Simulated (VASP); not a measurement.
# Cs (Fm-3m) in VASP: a series of runs

The runs below take Cs through single point, with LDA.

Program: VASP 6.6.1. These are calculated values, not measurements. Logs are shortened: lines on timing, memory, paths and dates and some standing lists are left out, and cuts for length are marked.

## (1) The cell of the first run

The structure is cubic, space group Fm-3m (No. 225). The conventional cell has a = 6.884 Å, b = 6.884 Å, c = 6.884 Å, α = 90.00°, β = 90.00°, γ = 90.00°.

## (2) Single point, LDA (volume scaled by 0.85)

INCAR

```
PREC = Accurate
ENCUT = 520
EDIFF = 1E-6
ISMEAR = -1
SIGMA = 0.1
LREAL = False
LASPH = True
NELM = 80
ALGO = Normal
ISIF = 2
LWAVE = False
LCHARG = False
NBANDS = 10
```

KPOINTS

```
Automatic mesh
0
Gamma
  10 10 10
```

POSCAR

```
Cs
1.0
    0.0000000000      3.4420991222      3.4420991222
    3.4420991222      0.0000000000      3.4420991222
    3.4420991222      3.4420991222      0.0000000000
Cs
1
Direct
    0.0000000000      0.0000000000      0.0000000000
```

Potentials or basis: VASP PAW LDA potentials, release 64 (Cs_sv).

The run is started by

```console
cat potpaw_LDA.64/Cs_sv/POTCAR > POTCAR
mpirun -np 1 vasp_std > vasp.out
```

OUTCAR:

```text
PREC = Accurate
   ENCUT = 520
   EDIFF = 1E-6
   ISMEAR = -1
   LREAL = False
   LASPH = True
   NELM = 80
   ISIF = 2

 ion  position               nearest neighbor table
   1  0.000  0.000  0.000-

  LATTYP: Found a face centered cubic cell.
 ALAT       =     6.8841982444

  Lattice vectors:

 A1 = (   0.0000000000,   3.4420991222,   3.4420991222)
 A2 = (   3.4420991222,   0.0000000000,   3.4420991222)
 A3 = (   3.4420991222,   3.4420991222,   0.0000000000)

Analysis of symmetry for initial positions (statically):
=====================================================================
 Subroutine PRICEL returns:
 Original cell was already a primitive cell.

 Routine SETGRP: Setting up the symmetry group for a
 face centered cubic supercell.

 Subroutine GETGRP returns: Found 48 space group operations
[... 9 lines left out ...]

 Routine SETGRP: Setting up the symmetry group for a
 face centered cubic supercell.

 Subroutine GETGRP returns: Found 48 space group operations
[... 11 lines left out ...]
                                     Primitive cell

  volume of cell :      81.5643

  direct lattice vectors                    reciprocal lattice vectors
     0.000000000  3.442099122  3.442099122    -0.145260198  0.145260198  0.145260198
     3.442099122  0.000000000  3.442099122     0.145260198 -0.145260198  0.145260198
     3.442099122  3.442099122  0.000000000     0.145260198  0.145260198 -0.145260198

  length of vectors
     4.867863262  4.867863262  4.867863262     0.251598043  0.251598043  0.251598043

  position of ions in fractional coordinates (direct lattice)
     0.000000000  0.000000000  0.000000000

  ion indices of the primitive-cell ions
   primitive index   ion index
                 1           1

----------------------------------------------------------------------------------------

 KPOINTS: Automatic mesh

Automatic generation of k-mesh.
 Grid dimensions read from file:
 generate k-points for:   10   10   10

 Generating k-lattice:

  Cartesian coordinates                     Fractional coordinates (reciprocal lattice)
    -0.014526020  0.014526020  0.014526020     0.100000000  0.000000000  0.000000000
     0.014526020 -0.014526020  0.014526020     0.000000000  0.100000000  0.000000000
     0.014526020  0.014526020 -0.014526020     0.000000000  0.000000000  0.100000000

  Length of vectors
[... 49 lines left out ...]
   ISPIN  =      1    spin polarized calculation?
   LNONCOLLINEAR =      F non collinear calculations
   LSORBIT =      F    spin-orbit coupling
   LASPH  =      T    aspherical Exc in radial PAW
   ENCUT  =  520.0 eV  38.22 Ry    6.18 a.u.   9.05  9.05  9.05*2*pi/ulx,y,z
   NELM   =     80;   NELMIN=  2; NELMDL= -5     # of ELM steps
   EDIFF  = 0.1E-05   stopping-criterion for ELM
   LREAL  =      F    real-space projection
   EDIFFG = 0.1E-04   stopping-criterion for IOM
   NSW    =      0    number of steps for IOM
   IBRION =     -1    ionic relax: 0-MD 1-quasi-New 2-CG
   NFREE  =      0    steps in history (QN), initial steepest desc. (CG)
   ISIF   =      2    stress and relaxation
   ISYM   =      2    0-nonsym 1-usesym 2-fastsym
   POTIM  = 0.5000    time-step for ionic-motion
   TEBEG  =    0.0;   TEEND  =   0.0 temperature during run
   PSTRESS=    0.0 pullay stress
   NELECT =       9.0000    total number of electrons
   NUPDOWN=      -1.0000    fix difference up-down
   EMIN   =  10.00;   EMAX   =-10.00  energy-range for DOS
   EFERMI =   0.00;   METHOD = LEGACY
   ISMEAR =    -1;   SIGMA  =   0.10  broadening in eV -4-tet -1-fermi 0-gaus
   EFERMI_NEDOS =   21; number of points for ismear=-14 and -15
   IALGO  =     38    algorithm
   IMIX   =      4    mixing-type and parameters
     AMIX     =   0.40;   BMIX     =  1.00
     AMIX_MAG =   1.60;   BMIX_MAG =  1.00
  volume/ion in A,a.u.               =      81.56       550.42
  Fermi-wavevector in a.u.,A,eV,Ry     =   0.785216  1.483842  8.388858  0.616564
  Thomas-Fermi vector in A             =   1.889506
   LORBIT       =      0    0 simple, 1 ext, 2 COOP (PROOUT), +10 PAW based schemes
   GGA     = CA    functional components
   LHFCALC =     F    Hartree Fock is set to
   AEXX    =    0.0000 exact exchange contribution
   IVDW    =     0    specifies the selected vdW correction
   LEPSILON=     F    determine dielectric tensor
   LRPA    =     F    only Hartree local field effects (RPA)
 non-spin polarized calculation
  energy-cutoff  :      520.00
  volume of cell :       81.56
 maximum number of plane-waves:      2210
   NGX = 19   NGY = 19   NGZ = 19

 number of electron       9.0000000 magnetization

 Free energy of the ion-electron system (eV)
  ---------------------------------------------------
  ext. energy  EPLUGINS =         0.00000000
  ---------------------------------------------------
  free energy    TOTEN  =        -0.99272535 eV

  energy without entropy =       -0.94673148  energy(sigma->0) =       -0.96972842

 E-fermi :   1.2821     XC(G=0):  -6.5016

 val. band max:        1.2649505374   @ k =   0.5000   0.2000   0.1000
 cond. band min:       1.2930102803   @ k =  -0.2000   0.3000   0.1000
 fundamental gap:      0.0280597429
 Fermi energy:         1.2821200576

 k-point     1 :       0.0000    0.0000    0.0000
  band No.  band energies     occupation
      1     -22.3785      2.00000
      2      -9.0097      2.00000
      3      -9.0097      2.00000
      4      -9.0097      2.00000
      5      -0.7322      2.00000
      6       3.8604      0.00000
      7       3.8604      0.00000
      8       3.8604      0.00000
      9       5.3476      0.00000
     10       5.3476      0.00000
[... 287 lines left out ...]
 k-point    24 :       0.4000    0.3000    0.0000
  band No.  band energies     occupation
      1     -22.3462      2.00000
      2      -9.3349      2.00000
      3      -9.1392      2.00000
      4      -9.1252      2.00000
      5       1.0952      1.73276
      6       2.3195      0.00006
      7       3.1213      0.00000
      8       4.9892      0.00000
      9       5.3453      0.00000
     10       6.3900      0.00000

 [... further k-points ...]
[... 5 lines left out ...]
  --------------------------------------------------------------------------------------
  -------------------------------------------------------------------------------------
  Total        0.2487079      0.2487079      0.2487079      0.0000000      0.0000000      0.0000000
  in kB        4.8853988      4.8853988      4.8853988      0.0000000      0.0000000      0.0000000
  external PRESSURE =       4.8853988 kB  Pullay stress =       0.0000000 kB

 VOLUME and BASIS-vectors are now :
 -----------------------------------------------------------------------------
  energy-cutoff  :      520.00
  volume of cell :       81.56
      direct lattice vectors                 reciprocal lattice vectors
     0.000000000  3.442099122  3.442099122    -0.145260198  0.145260198  0.145260198
     3.442099122  0.000000000  3.442099122     0.145260198 -0.145260198  0.145260198
     3.442099122  3.442099122  0.000000000     0.145260198  0.145260198 -0.145260198

 POSITION                                       TOTAL-FORCE (eV/Angst)
 -----------------------------------------------------------------------------------
      0.00000      0.00000      0.00000        -0.000000     -0.000000      0.000000
 -----------------------------------------------------------------------------------
    total drift:                               -0.000000     -0.000000     -0.000000

  FREE ENERGIE OF THE ION-ELECTRON SYSTEM (eV)
  ---------------------------------------------------
  free  energy   TOTEN  =        -0.9927253493 eV

  energy  without entropy=       -0.9467314834  energy(sigma->0) =       -0.96972842
```

OSZICAR:

```text
N       E                     dE             d eps       ncg     rms          rms(c)
DAV:   1     0.466583793454E+02    0.46658E+02   -0.32267E+03   940   0.661E+02
DAV:   2     0.298601193451E+01   -0.43672E+02   -0.42534E+02  1154   0.112E+02
DAV:   3    -0.952459344067E+00   -0.39385E+01   -0.39291E+01  1080   0.377E+01
DAV:   4    -0.996839128122E+00   -0.44380E-01   -0.44365E-01  1196   0.483E+00
DAV:   5    -0.997063635052E+00   -0.22451E-03   -0.22450E-03  1158   0.310E-01    0.199E-01
DAV:   6    -0.993861288892E+00    0.32023E-02   -0.40932E-03  1080   0.292E-01    0.105E-01
DAV:   7    -0.992727598724E+00    0.11337E-02   -0.41540E-03  1062   0.291E-01    0.443E-02
DAV:   8    -0.992724750750E+00    0.28480E-05   -0.51029E-05  1144   0.538E-02    0.418E-03
DAV:   9    -0.992725349264E+00   -0.59851E-06   -0.73761E-07  1148   0.457E-03
   1 F= -.99272535E+00 E0= -.96972842E+00  d E =-.459939E-01
```

It took 17 s on 1 thread of AMD EPYC 7R13 (Zen 3), shared host; peak memory 0.15 GiB.

Results:

| Item | Value |
| --- | --- |
| Free energy | -0.9927 eV |
| Pressure | 0.5 GPa |

Levels at points of the mesh, in eV from the Fermi level:
```csv
k point,band 2,band 3,band 4,band 5,band 6,band 7,band 8,band 9
"(0.00, 0.00, 0.00)",-10.29,-10.29,-10.29,-2.01,2.58,2.58,2.58,4.07
"(0.50, 0.00, 0.00)",-10.72,-10.35,-10.35,-0.20,1.33,2.39,2.39,5.22
"(0.50, 0.50, 0.00)",-10.69,-10.44,-10.44,-0.04,0.76,2.23,5.19,5.19
```

Caveat: spin-orbit coupling is left out, which moves the levels of the heavy elements.

## (3) Single point, LDA (volume scaled by 0.85)

INCAR

```
SYSTEM = Cs
ALGO = Normal ; EDIFF = 1E-6
ENCUT = 520 ; GGA = CA
ISIF = 2 ; ISMEAR = -1
LASPH = .TRUE. ; LCHARG = .FALSE.
LREAL = .FALSE. ; LWAVE = .FALSE.
NBANDS = 10 ; NELM = 100
PREC = Accurate ; SIGMA = 0.1
```

KPOINTS

```
k-points
0
G
  10 10 10
  0 0 0
```

POSCAR is that of step 2.

Potentials or basis: VASP PAW LDA potentials, release 64 (Cs_sv).

The run is started by

```console
cat potpaw_LDA.64/Cs_sv/POTCAR > POTCAR
mpirun -np 1 vasp_std > vasp.out
```

OUTCAR:

```text
SYSTEM = Cs
   EDIFF = 1E-6
   ENCUT = 520
   GGA = CA
   ISIF = 2
   ISMEAR = -1
   LASPH = .TRUE.
   LREAL = .FALSE.
   NELM = 100
   PREC = Accurate

 ion  position               nearest neighbor table
   1  0.000  0.000  0.000-

  LATTYP: Found a face centered cubic cell.
 ALAT       =     6.8841982444

  Lattice vectors:

 A1 = (   0.0000000000,   3.4420991222,   3.4420991222)
 A2 = (   3.4420991222,   0.0000000000,   3.4420991222)
 A3 = (   3.4420991222,   3.4420991222,   0.0000000000)

Analysis of symmetry for initial positions (statically):
[... 482 lines left out ...]
      5       1.0952      1.73276
      6       2.3195      0.00006
      7       3.1213      0.00000
      8       4.9892      0.00000
      9       5.3453      0.00000
     10       6.3900      0.00000

 [... further k-points ...]
[... 5 lines left out ...]
  --------------------------------------------------------------------------------------
  -------------------------------------------------------------------------------------
  Total        0.2487079      0.2487079      0.2487079      0.0000000      0.0000000      0.0000000
  in kB        4.8853988      4.8853988      4.8853988      0.0000000      0.0000000      0.0000000
  external PRESSURE =       4.8853988 kB  Pullay stress =       0.0000000 kB

 VOLUME and BASIS-vectors are now :
 -----------------------------------------------------------------------------
  energy-cutoff  :      520.00
  volume of cell :       81.56
      direct lattice vectors                 reciprocal lattice vectors
     0.000000000  3.442099122  3.442099122    -0.145260198  0.145260198  0.145260198
     3.442099122  0.000000000  3.442099122     0.145260198 -0.145260198  0.145260198
     3.442099122  3.442099122  0.000000000     0.145260198  0.145260198 -0.145260198

 POSITION                                       TOTAL-FORCE (eV/Angst)
 -----------------------------------------------------------------------------------
      0.00000      0.00000      0.00000        -0.000000     -0.000000      0.000000
 -----------------------------------------------------------------------------------
    total drift:                               -0.000000     -0.000000     -0.000000

  FREE ENERGIE OF THE ION-ELECTRON SYSTEM (eV)
  ---------------------------------------------------
  free  energy   TOTEN  =        -0.9927253493 eV

  energy  without entropy=       -0.9467314834  energy(sigma->0) =       -0.96972842
```

OSZICAR:

```text
N       E                     dE             d eps       ncg     rms          rms(c)
DAV:   1     0.466583793454E+02    0.46658E+02   -0.32267E+03   940   0.661E+02
DAV:   2     0.298601193451E+01   -0.43672E+02   -0.42534E+02  1154   0.112E+02
DAV:   3    -0.952459344067E+00   -0.39385E+01   -0.39291E+01  1080   0.377E+01
DAV:   4    -0.996839128122E+00   -0.44380E-01   -0.44365E-01  1196   0.483E+00
DAV:   5    -0.997063635052E+00   -0.22451E-03   -0.22450E-03  1158   0.310E-01    0.199E-01
DAV:   6    -0.993861288892E+00    0.32023E-02   -0.40932E-03  1080   0.292E-01    0.105E-01
DAV:   7    -0.992727598724E+00    0.11337E-02   -0.41540E-03  1062   0.291E-01    0.443E-02
DAV:   8    -0.992724750750E+00    0.28480E-05   -0.51029E-05  1144   0.538E-02    0.418E-03
DAV:   9    -0.992725349264E+00   -0.59851E-06   -0.73761E-07  1148   0.457E-03
   1 F= -.99272535E+00 E0= -.96972842E+00  d E =-.459939E-01
```

Wall time 18 s (1 thread of AMD EPYC 7R13 (Zen 3), shared host); peak memory 0.15 GiB.

Results:

```
Free energy : -0.9927 eV
Pressure    : 0.5 GPa
```

Caveat: spin-orbit coupling is left out, which moves the levels of the heavy elements.
